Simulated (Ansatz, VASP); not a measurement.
# I: VASP beside Ansatz

File POSCAR:

```
I
1.0
   -2.0774101250      2.0774101250      2.0774101250
    2.0774101250     -2.0774101250      2.0774101250
    2.0774101250      2.0774101250     -2.0774101250
I
1
Direct
    0.0000000000      0.0000000000      0.0000000000
```

INCAR.step1

```
SYSTEM = I
PREC = Accurate
ENCUT = 520
ISMEAR = -1
SIGMA = 0.03
LREAL = .FALSE.
LASPH = .TRUE.
NELM = 100
NBANDS = 10
GGA = PE
ALGO = Normal
EDIFF = 1E-4
LWAVE = .TRUE.
LCHARG = .FALSE.
```

The input INCAR.step2:

```
SYSTEM = I
PREC = Accurate
ENCUT = 520
EDIFF = 1E-8
ISMEAR = -1
SIGMA = 0.03
LREAL = .FALSE.
LASPH = .TRUE.
NELM = 100
ALGO = Normal
ISIF = 2
LWAVE = .FALSE.
LCHARG = .FALSE.
METAGGA = R2SCAN
LMIXTAU = .TRUE.
LEFG = .TRUE.
NBANDS = 10
ISTART = 1
```

KPOINTS

```
Automatic mesh
0
G
  14 14 14
  0 0 0
```

Input for Ansatz:

```yaml
crystal:
  lattice:
    - [-2.077410125, 2.077410125, 2.077410125]
    - [2.077410125, -2.077410125, 2.077410125]
    - [2.077410125, 2.077410125, -2.077410125]
  atoms:
    - { symbol: I, position: [0.0, 0.0, 0.0] }
kpoints:
  mp_grid: { grid: [14, 14, 14] }
  band_path:
    path:
      - [0.0, 0.0, 0.0]
      - [0.5, -0.5, 0.5]
      - [0.0, 0.0, 0.5]
      - [0.0, 0.0, 0.0]
      - [0.25, 0.25, 0.25]
      - [0.5, -0.5, 0.5]
      - [0.25, 0.25, 0.25]
      - [0.0, 0.0, 0.5]
    npoints: 5
scf:
  occupations: { method: fermi_dirac, width: 0.03 }
hamiltonian:
  xc: r2scan
  pseudopotentials: { kind: paw }
output:
  forces: true
  stress: true
  eigenvalues: true
  efg: { contact_densities: true }
```

Alike in both runs: task electric field gradients; functional r2SCAN; k mesh 14 × 14 × 14; occupations fermi-dirac, width 0.03 eV; no spin polarisation.

```csv
,VASP,Ansatz
version,VASP 6.6.1,Ansatz 0.2.0
potentials or method,"VASP PAW PBE potentials, release 64 (I)","PAW with Ansatz's default frozen-core files, scalar-relativistic"
plane-wave cutoff (eV),520,500
valence electrons in the cell,7,17
```

|  | VASP | Ansatz | Ansatz less VASP |
| --- | --- | --- | --- |
| pressure (GPa) | 0.0 | 0.0 | +0.04 |

VASP's potentials were made for PBE, not for r2SCAN. The functional is the same, so the differences come from potentials, cutoffs and numerics. VASP's potentials hold 7 valence electrons a cell and Ansatz's 17, so a difference there can come from the potentials and not from the codes.

Neither program's run includes spin-orbit coupling.
